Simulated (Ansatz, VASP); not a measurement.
# ZnS: VASP beside Ansatz

```
CELL_PARAMETERS angstrom
3.78542 0.00000 0.00000
-1.89271 3.27827 0.00000
0.00000 0.00000 6.19216
ATOMIC_POSITIONS crystal
Zn 0.33333 0.66667 0.00000
Zn 0.66667 0.33333 0.50000
S 0.33333 0.66667 0.38500
S 0.66667 0.33333 0.88500
```

Change from the starting cell: volume scaled by 0.98.

Alike in both runs: task single point; functional PBE; k mesh 8 × 8 × 5; occupations fermi-dirac, width 0.03 eV; no spin polarisation.

|  | VASP | Ansatz |
| --- | --- | --- |
| version | VASP 6.6.1 | Ansatz 0.2.0 |
| potentials or method | VASP PAW PBE potentials, release 64 (Zn, S), cutoff 520 eV | all-electron LAPW, scalar-relativistic |

|  | VASP | Ansatz | Ansatz less VASP |
| --- | --- | --- | --- |
| gap on the k mesh at the Fermi level (eV) | 2.35 | 2.35 | -0.004 |
| pressure (GPa) | 4.2 | 4.0 | -0.16 |
| traceless stress, the component that is largest in VASP (GPa) | -1.58 | -1.56 | +0.026 |
| rms of the force components (eV/Å) | 0.201 | 0.199 | -0.0020 |

Atom by atom the forces differ by 0.002 eV/Å (rms over components). Ansatz ran all-electron here, and VASP with PAW potentials.
